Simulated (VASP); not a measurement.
A run of VASP 6.6.1:

INCAR

```
SYSTEM = SiH3NF4
ALGO = Normal
EDIFF = 1E-6
ENCUT = 520
GGA = PE
ISIF = 2
ISMEAR = -1
IVDW = 12
LASPH = .True.
LCHARG = .False.
LREAL = Auto
LWAVE = .False.
NBANDS = 79
NELM = 80
PREC = Accurate
SIGMA = 0.02
```

KPOINTS

```
k-points
0
Gamma
  1 1 1
  0 0 0
```

The input POSCAR:

```
SiH3NF4
1.0
    7.7854430000      0.0000000000      0.0000000000
    0.0000000000      7.7854430000      0.0000000000
    0.0000000000      0.0000000000      7.7854430000
N H Si F
3 9 3 12
Direct
    0.8788453014      0.3163853361      0.7255849153
    0.6321156034      0.1505630444      0.4496853936
    0.3983845235      0.7156946625     -0.1372433142
    0.8073143686      0.2300318684      0.6560834111
    0.8077639256      0.4297379096      0.7389560234
    0.9795075245      0.3610584523      0.6559421217
    0.5173501367      0.1933865549      0.3966633626
    0.7158616408      0.1522328273      0.3456836046
    0.6128617215      0.0314432974      0.4898757848
    0.4550286991      0.8343520080     -0.1286118208
    0.2860723532      0.7217315701     -0.0742796524
    0.4659850441      0.6359304153     -0.0571579549
    0.8928457893      0.6852147013      0.2641596631
    0.3876850681      0.5989768341      0.5398408286
   -0.0020936509      0.2348613945     -0.0434272013
    0.9684098901      0.5355250819      0.3778975711
    1.0186960459      0.7555254081      0.1176426313
    0.7240178883      0.6338752978      0.1679930095
    0.8417761199      0.8404659825      0.3910246341
    0.5896645830      0.6067734360      0.5639756145
    0.2958598502      0.7815483332      0.5095792237
    0.3875437788      0.5130343900      0.3569739063
    0.2736517370      0.4661134890      0.6486464547
    0.0406142592      0.4357362837     -0.0279624422
   -0.1876065370      0.1693031469      0.0207566865
    0.1028072519      0.0999043985     -0.1637414852
    0.1010989355      0.1777419731      0.1312449401
```

Potentials or basis: VASP PAW PBE potentials, release 64 (N, H, Si, F).

Launch:

```sh
$ cat potpaw_PBE.64/N/POTCAR potpaw_PBE.64/H/POTCAR potpaw_PBE.64/Si/POTCAR potpaw_PBE.64/F/POTCAR > POTCAR
$ mpirun -np 1 vasp_gam > vasp.out
```

Hardware: 1 thread of AMD EPYC 9R14 (Zen 4), with other jobs on the host.

**Question.** How long does it take, and how much memory?

**Answer.** It took 52 s on 1 thread of AMD EPYC 9R14 (Zen 4), with other jobs on the host, peak memory 0.42 GiB. Counts: scf iterations 18, k points 1.
